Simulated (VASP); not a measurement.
# GaSb3 (Fm-3m) in VASP: further runs

Runs on GaSb3. Level: PBE+D3(BJ). Tasks: single point.

All numbers are computed with VASP 6.6.1; they aren't measurements. Logs are shortened: lines on timing, memory, paths and dates and some standing lists are left out, and cuts for length are marked.

## (1) The cell of the first run

The structure is cubic, space group Fm-3m (No. 225). Conventional cell: a = 7.461 Å, b = 7.461 Å, c = 7.461 Å, α = 90.00°, β = 90.00°, γ = 90.00°. Within 4.3 Å of Ga (site symmetry m-3m) lie 14 Sb at 3.23 to 3.73 Å. Within 4.3 Å of Sb (site symmetry -43m) lie 4 Ga at 3.23 Å and 10 Sb at 3.23 to 3.73 Å. Sb (site symmetry m-3m) has 8 Sb at 3.23 Å and 6 Ga at 3.73 Å within 4.3 Å.

## (2) Single point, PBE+D3(BJ)

Input file INCAR:

```
ALGO = Normal ; EDIFF = 1E-7
ENCUT = 520 ; GGA = PE
ISIF = 2 ; ISMEAR = 1
IVDW = 12 ; LASPH = T
LCHARG = F ; LREAL = F
LWAVE = F ; NBANDS = 22
NELM = 100 ; PREC = Accurate
SIGMA = 0.1
```

Input file KPOINTS:

```
k-points
0
Gamma
  2 2 2
```

Input file POSCAR:

```
GaSb3
1.0
    5.2758580000      0.0000000000      0.0000000000
    2.6379290000      4.5690270548      0.0000000000
    2.6379290000      1.5230090183      4.3077200185
Ga Sb
1 3
Direct
    0.0000000000      0.0000000000      0.0000000000
    0.2500000000      0.2500000000      0.2500000000
    0.7500000000      0.7500000000      0.7500000000
    0.5000000000      0.5000000000      0.5000000000
```

Potentials or basis: VASP PAW PBE potentials, release 64 (Ga_d, Sb).

The run is started by

```
$ cat potpaw_PBE.64/Ga_d/POTCAR potpaw_PBE.64/Sb/POTCAR > POTCAR
$ mpirun -np 1 vasp_std > vasp.out
```

OUTCAR:

```text
EDIFF = 1E-7
   ENCUT = 520
   GGA = PE
   ISIF = 2
   ISMEAR = 1
   IVDW = 12
   LASPH = T
   LREAL = F
   NELM = 100
   PREC = Accurate
 IVDW          = 12

 ion  position               nearest neighbor table
   1  0.000  0.000  0.000-   2 3.23   3 3.23   3 3.23   2 3.23   2 3.23   3 3.23   3 3.23   2 3.23

   2  0.250  0.250  0.250-   1 3.23   4 3.23   1 3.23   4 3.23   4 3.23   1 3.23   1 3.23   4 3.23
                             3 3.73   3 3.73   3 3.73   3 3.73   3 3.73   3 3.73
   3  0.750  0.750  0.750-   1 3.23   4 3.23   4 3.23   1 3.23   1 3.23   4 3.23   4 3.23   1 3.23
                             2 3.73   2 3.73   2 3.73   2 3.73   2 3.73   2 3.73
   4  0.500  0.500  0.500-   2 3.23   3 3.23   2 3.23   3 3.23   3 3.23   2 3.23   2 3.23   3 3.23

  LATTYP: Found a face centered cubic cell.
 ALAT       =     7.4611899368

  Lattice vectors:

 A1 = (   5.2758580000,   0.0000000000,   0.0000000000)
 A2 = (   2.6379290000,   4.5690270548,   0.0000000000)
 A3 = (   2.6379290000,   1.5230090183,   4.3077200185)

Analysis of symmetry for initial positions (statically):
=====================================================================
 Subroutine PRICEL returns:
 Original cell was already a primitive cell.

 Routine SETGRP: Setting up the symmetry group for a
 face centered cubic supercell.

 Subroutine GETGRP returns: Found 48 space group operations
 (whereof 48 operations were pure point group operations)
 out of a pool of 48 trial point group operations.

The static configuration has the point symmetry O_h .

Analysis of symmetry for dynamics (positions and initial velocities):
=====================================================================
 Subroutine PRICEL returns:
 Original cell was already a primitive cell.

 Routine SETGRP: Setting up the symmetry group for a
 face centered cubic supercell.

 Subroutine GETGRP returns: Found 48 space group operations
 (whereof 48 operations were pure point group operations)
 out of a pool of 48 trial point group operations.

The dynamic configuration has the point symmetry O_h .

 Subroutine INISYM returns: Found 48 space group operations
 (whereof 48 operations are pure point group operations),
 and found     1 'primitive' translations

----------------------------------------------------------------------------------------

                                     Primitive cell

  volume of cell :     103.8399

  direct lattice vectors                    reciprocal lattice vectors
     5.275858000  0.000000000  0.000000000     0.189542630 -0.109432488 -0.077380455
     2.637929000  4.569027055  0.000000000     0.000000000  0.218864977 -0.077380455
     2.637929000  1.523009018  4.307720019     0.000000000  0.000000000  0.232141364

  length of vectors
     5.275858000  5.275858000  5.275858000     0.232141364  0.232141364  0.232141364

  position of ions in fractional coordinates (direct lattice)
     0.000000000  0.000000000  0.000000000
     0.250000000  0.250000000  0.250000000
     0.750000000  0.750000000  0.750000000
     0.500000000  0.500000000  0.500000000

  ion indices of the primitive-cell ions
   primitive index   ion index
                 1           1
                 2           2
                 3           3
                 4           4

----------------------------------------------------------------------------------------

 KPOINTS: k-points

Automatic generation of k-mesh.
 Grid dimensions read from file:
 generate k-points for:    2    2    2

 Generating k-lattice:

  Cartesian coordinates                     Fractional coordinates (reciprocal lattice)
     0.094771315 -0.054716244 -0.038690227     0.500000000  0.000000000  0.000000000
     0.000000000  0.109432488 -0.038690227     0.000000000  0.500000000 -0.000000000
     0.000000000  0.000000000  0.116070682     0.000000000  0.000000000  0.500000000

  Length of vectors
     0.116070682  0.116070682  0.116070682

  Shift w.r.t. Gamma in fractional coordinates (k-lattice)
     0.000000000  0.000000000  0.000000000

 Subroutine IBZKPT returns following result:
 ===========================================

 Found      3 irreducible k-points:

 Following reciprocal coordinates:
            Coordinates               Weight
  0.000000  0.000000  0.000000      1.000000
  0.500000 -0.000000  0.000000      4.000000
  0.500000  0.500000  0.000000      3.000000
   k-points           NKPTS =      3   k-points in BZ     NKDIM =      3   number of bands    NBANDS=     22
   number of dos      NEDOS =    301   number of ions     NIONS =      4
   total plane-waves  NPLWV =  64000
   dimension x,y,z NGX =    40 NGY =   40 NGZ =   40
   dimension x,y,z NGXF=    80 NGYF=   80 NGZF=   80
   ions per type =               1   3
   NGX,Y,Z   is equivalent  to a cutoff of  12.60, 12.60, 12.60 a.u.
   NGXF,Y,Z  is equivalent  to a cutoff of  25.21, 25.21, 25.21 a.u.
 SYSTEM =  unknown system
   PREC   = accura    normal or accurate (medium, high low for compatibility)
   ISTART =      0    job   : 0-new  1-cont  2-samecut
   ICHARG =      2    charge: 1-file 2-atom 10-const
   ISPIN  =      1    spin polarized calculation?
   LNONCOLLINEAR =      F non collinear calculations
   LSORBIT =      F    spin-orbit coupling
   LASPH  =      T    aspherical Exc in radial PAW
   ENCUT  =  520.0 eV  38.22 Ry    6.18 a.u.   9.81  9.81  9.81*2*pi/ulx,y,z
   NELM   =    100;   NELMIN=  2; NELMDL= -5     # of ELM steps
   EDIFF  = 0.1E-06   stopping-criterion for ELM
   LREAL  =      F    real-space projection
   EDIFFG = 0.1E-05   stopping-criterion for IOM
   NSW    =      0    number of steps for IOM
   IBRION =     -1    ionic relax: 0-MD 1-quasi-New 2-CG
   NFREE  =      0    steps in history (QN), initial steepest desc. (CG)
   ISIF   =      2    stress and relaxation
   ISYM   =      2    0-nonsym 1-usesym 2-fastsym
   POTIM  = 0.5000    time-step for ionic-motion
   TEBEG  =    0.0;   TEEND  =   0.0 temperature during run
   PSTRESS=    0.0 pullay stress
   NELECT =      28.0000    total number of electrons
   NUPDOWN=      -1.0000    fix difference up-down
   EMIN   =  10.00;   EMAX   =-10.00  energy-range for DOS
   EFERMI =   0.00;   METHOD = LEGACY
   ISMEAR =     1;   SIGMA  =   0.10  broadening in eV -4-tet -1-fermi 0-gaus
   EFERMI_NEDOS =   21; number of points for ismear=-14 and -15
   IALGO  =     38    algorithm
   IMIX   =      4    mixing-type and parameters
     AMIX     =   0.40;   BMIX     =  1.00
     AMIX_MAG =   1.60;   BMIX_MAG =  1.00
  volume/ion in A,a.u.               =      25.96       175.19
  Fermi-wavevector in a.u.,A,eV,Ry     =   1.057644  1.998657 15.219617  1.118610
  Thomas-Fermi vector in A             =   2.192924
   LORBIT       =      0    0 simple, 1 ext, 2 COOP (PROOUT), +10 PAW based schemes
   GGA     = PE    functional components
   LHFCALC =     F    Hartree Fock is set to
   AEXX    =    0.0000 exact exchange contribution
   IVDW    =    12    specifies the selected vdW correction
   LEPSILON=     F    determine dielectric tensor
   LRPA    =     F    only Hartree local field effects (RPA)
 non-spin polarized calculation
 Methfessel and Paxton  Order N= 1 SIGMA  =   0.10
  energy-cutoff  :      520.00
  volume of cell :      103.84
 maximum number of plane-waves:      2788
 NGX is ok and might be reduce to    40
   NGX = 19   NGY = 19   NGZ = 19

 number of electron      28.0000014 magnetization

 Free energy of the ion-electron system (eV)
  ---------------------------------------------------
  ext. energy  EPLUGINS =         0.00000000
  ---------------------------------------------------
  free energy    TOTEN  =       -14.76534077 eV

  energy without entropy =      -14.75600685  energy(sigma->0) =      -14.76222946

 E-fermi :   8.0271     XC(G=0): -10.1862

 val. band max:        7.4158854802   @ k =   0.5000  -0.0000   0.0000
 cond. band min:       8.0472890341   @ k =   0.5000   0.5000   0.0000
 fundamental gap:      0.6314035539
 Fermi energy:         8.0271489081

 k-point     1 :       0.0000    0.0000    0.0000
  band No.  band energies     occupation
      1      -7.0234      2.00000
      2      -7.0234      2.00000
      3      -7.0234      2.00000
      4      -7.0102      2.00000
      5      -7.0102      2.00000
      6      -5.0102      2.00000
[... 14 lines left out ...]
     21      14.2162      0.00000
     22      14.2162      0.00000

 k-point     2 :       0.5000   -0.0000    0.0000
  band No.  band energies     occupation
      1      -7.0297      2.00000
      2      -7.0213      2.00000
      3      -7.0213      2.00000
      4      -7.0107      2.00000
      5      -7.0107      2.00000
      6      -3.4933      2.00000
[... 14 lines left out ...]
     21      12.8976      0.00000
     22      16.1068      0.00000

 k-point     3 :       0.5000    0.5000    0.0000
  band No.  band energies     occupation
      1      -7.0330      2.00000
      2      -7.0187      2.00000
      3      -7.0187      2.00000
      4      -7.0155      2.00000
      5      -7.0092      2.00000
      6      -2.7254      2.00000
[... 14 lines left out ...]
     21      12.4576      0.00000
     22      13.0744      0.00000

------------------------ aborting loop because EDIFF is reached ----------------------------------------

 Edisp (eV)   -1.79290

 E8    (eV) :    -0.8286

  FORCE on cell =-STRESS in cart. coord.  units (eV):
  Direction    XX          YY          ZZ          XY          YZ          ZX
  --------------------------------------------------------------------------------------
  -------------------------------------------------------------------------------------
  Total      -1.60121    -1.60121    -1.60121    -0.00000    -0.00000    -0.00000
  in kB     -24.70550   -24.70550   -24.70550    -0.00000    -0.00000    -0.00000
  external pressure =      -24.71 kB  Pullay stress =        0.00 kB

 VOLUME and BASIS-vectors are now :
 -----------------------------------------------------------------------------
  energy-cutoff  :      520.00
  volume of cell :      103.84
      direct lattice vectors                 reciprocal lattice vectors
     5.275858000  0.000000000  0.000000000     0.189542630 -0.109432488 -0.077380455
     2.637929000  4.569027055  0.000000000     0.000000000  0.218864977 -0.077380455
     2.637929000  1.523009018  4.307720019     0.000000000  0.000000000  0.232141364

 POSITION                                       TOTAL-FORCE (eV/Angst)
 -----------------------------------------------------------------------------------
      0.00000      0.00000      0.00000         0.000000     -0.000000      0.000000
      2.63793      1.52301      1.07693         0.000000      0.000000      0.000000
      7.91379      4.56903      3.23079        -0.000000     -0.000000     -0.000000
      5.27586      3.04602      2.15386         0.000000     -0.000000      0.000000
 -----------------------------------------------------------------------------------
    total drift:                                0.000000     -0.000000     -0.000000

  FREE ENERGIE OF THE ION-ELECTRON SYSTEM (eV)
  ---------------------------------------------------
  free  energy   TOTEN  =       -16.5582412484 eV

  energy  without entropy=      -16.5489073251  energy(sigma->0) =      -16.55512994
```

Run time: 13 s. Hardware: 1 thread of Intel Xeon 6975P-C, shared host; peak memory 0.23 GiB.

Results:

- Free energy: -16.5582 eV
- Pressure: -2.5 GPa
- Band gap on the k mesh: zero (band 14 reaches 8.46 eV, above the bottom of band 15 at 5.04 eV)
- Dispersion energy per atom: -0.448 eV

Levels at points of the mesh, in eV from the Fermi level:
```csv
k point,band 13,band 14,band 15,band 16,band 17,band 18
"(0.00, 0.00, 0.00)",-2.99,-2.99,-2.99,-1.19,-1.19,-1.19
"(0.50, 0.00, 0.00)",-3.16,-0.93,-0.61,1.48,1.48,2.46
"(0.50, 0.50, 0.00)",0.40,0.43,0.43,1.36,1.36,1.40
```

Caveat: the k points lie up to 0.73 Å⁻¹ apart; spin-orbit coupling is left out, which moves the levels of the heavy elements; pairwise dispersion overbinds metals, which lowers pressure and volume.

## (3) Single point, PBE+D3(BJ)

Input file INCAR:

```
PREC = Accurate
ENCUT = 520
EDIFF = 1E-7
ISMEAR = 1
SIGMA = 0.1
LREAL = F
LASPH = T
NELM = 100
ALGO = Normal
ISIF = 2
LWAVE = F
LCHARG = T
GGA = PE
IVDW = 12
LELF = T
LVHAR = T
NBANDS = 22
```

Input file KPOINTS:

```
Automatic mesh
0
Gamma
  4 4 4
```

POSCAR is that of step 2.

Potentials or basis: VASP PAW PBE potentials, release 64 (Ga_d, Sb).

The run is started by

```
$ cat potpaw_PBE.64/Ga_d/POTCAR potpaw_PBE.64/Sb/POTCAR > POTCAR
$ mpirun -np 1 vasp_std > vasp.out
```

Run time: 23 s. Hardware: 1 thread of Intel Xeon 6975P-C, shared host; peak memory 0.24 GiB.

Results (log left out):

* Free energy: -16.0658 eV
* Pressure: -5.3 GPa
* Band gap on the k mesh: zero (band 14 reaches 8.85 eV, above the bottom of band 15 at 5.06 eV)
* Dispersion energy per atom: -0.448 eV

Levels at points of the mesh, in eV from the Fermi level:
```
           k point  band 11  band 12  band 13  band 14  band 15  band 16  band 17  band 18
(0.00, 0.00, 0.00)    -2.60    -2.60    -2.43    -2.43    -2.43    -0.71    -0.71    -0.71
(0.50, 0.00, 0.00)    -3.58    -2.63    -2.63    -0.42    -0.08     2.02     2.02     2.95
(0.50, 0.50, 0.00)    -5.19     0.57     0.90     1.00     1.00     1.86     1.86     1.97
```

Caveat: the k points lie up to 0.36 Å⁻¹ apart; spin-orbit coupling is left out, which moves the levels of the heavy elements; pairwise dispersion overbinds metals, which lowers pressure and volume.

## (4) Single point, PBE+D3(BJ)

Input file INCAR:

```
SYSTEM = GaSb3
ALGO = Normal
EDIFF = 1E-7
ENCUT = 520
GGA = PE
ISIF = 2
ISMEAR = 1
IVDW = 12
LASPH = .True.
LCHARG = .False.
LREAL = .False.
LWAVE = .False.
NBANDS = 22
NELM = 60
PREC = Accurate
SIGMA = 0.1
```

Input file KPOINTS:

```
k-points
0
Gamma
  6 6 6
  0 0 0
```

POSCAR is that of step 3.

The run is started by

```
$ cat potpaw_PBE.64/Ga_d/POTCAR potpaw_PBE.64/Sb/POTCAR > POTCAR
$ mpirun -np 1 vasp_std > vasp.out
```

It took 36 s on 1 thread of Intel Xeon 6975P-C, shared host; peak memory 0.26 GiB.

The run converged. Its results:

| Quantity | Value |
| --- | --- |
| Free energy | -16.2282 eV |
| Pressure | -3.3 GPa |
| Band gap on the k mesh | zero (band 14 reaches 8.74 eV, above the bottom of band 15 at 5.08 eV) |
| Dispersion energy per atom | -0.448 eV |

Levels at points of the mesh, in eV from the Fermi level:
```tsv
k point	band 10	band 11	band 12	band 13	band 14	band 15	band 16	band 17	band 18	band 19
(0.00, 0.00, 0.00)	-2.67	-2.67	-2.67	-2.52	-2.52	-2.52	-0.82	-0.82	-0.82	3.34
(0.50, 0.00, 0.00)	-3.66	-3.66	-2.72	-2.72	-0.52	-0.16	1.94	1.94	2.84	2.84
(0.50, 0.50, 0.00)	-5.28	-5.28	0.48	0.81	0.94	0.94	1.75	1.75	1.93	3.58
```

Caveat: spin-orbit coupling is left out, which moves the levels of the heavy elements; pairwise dispersion overbinds metals, which lowers pressure and volume.

## (5) Single point, PBE+D3(BJ)

Input file INCAR:

```
PREC = Accurate
ENCUT = 520
EDIFF = 1E-6
ISMEAR = 1
SIGMA = 0.1
LREAL = False
LASPH = True
NELM = 60
ALGO = Normal
ISIF = 2
LWAVE = False
LCHARG = False
GGA = PE
IVDW = 12
NBANDS = 22
```

Input file KPOINTS:

```
regular mesh
0
Gamma
  8 8 8
```

POSCAR is that of step 4.

The run is started by

```
$ cat potpaw_PBE.64/Ga_d/POTCAR potpaw_PBE.64/Sb/POTCAR > POTCAR
$ mpirun -np 1 vasp_std > vasp.out
```

Wall time 60 s (1 thread of Intel Xeon 6975P-C, shared host); peak memory 0.28 GiB.

It converged, with:

| Quantity | Value |
| --- | --- |
| Free energy | -16.3393 eV |
| Pressure | -3.8 GPa |
| Band gap on the k mesh | zero (band 14 reaches 8.87 eV, above the bottom of band 15 at 5.07 eV) |
| Dispersion energy per atom | -0.448 eV |

Levels at points of the mesh, in eV from the Fermi level:
```tsv
k point	band 12	band 13	band 14	band 15	band 16	band 17
(0.00, 0.00, 0.00)	-2.61	-2.45	-2.45	-2.45	-0.73	-0.73
(0.50, 0.00, 0.00)	-2.65	-2.65	-0.44	-0.09	2.01	2.01
(0.50, 0.50, 0.00)	0.55	0.89	0.99	0.99	1.84	1.84
```

Caveat: spin-orbit coupling is left out, which moves the levels of the heavy elements; pairwise dispersion overbinds metals, which lowers pressure and volume.

## (6) Summary

```csv
k mesh,gap on the mesh (eV),pressure (GPa)
2 × 2 × 2,none,-2.5
4 × 4 × 4,none,-5.3
6 × 6 × 6,none,-3.3
8 × 8 × 8,none,-3.8
```

Alike in all rows: task single point; level PBE+D3(BJ); potentials or basis VASP PAW PBE potentials, release 64 (Ga_d, Sb); no spin polarisation; cell as given; cutoff (eV) 520; smearing methfessel-paxton 0.1 eV.

Caveats: some runs use coarse meshes; spin-orbit coupling is left out, which moves the levels of the heavy elements; pairwise dispersion overbinds metals, which lowers pressure and volume.

Absolute energies hang on the potentials; compare differences alone.
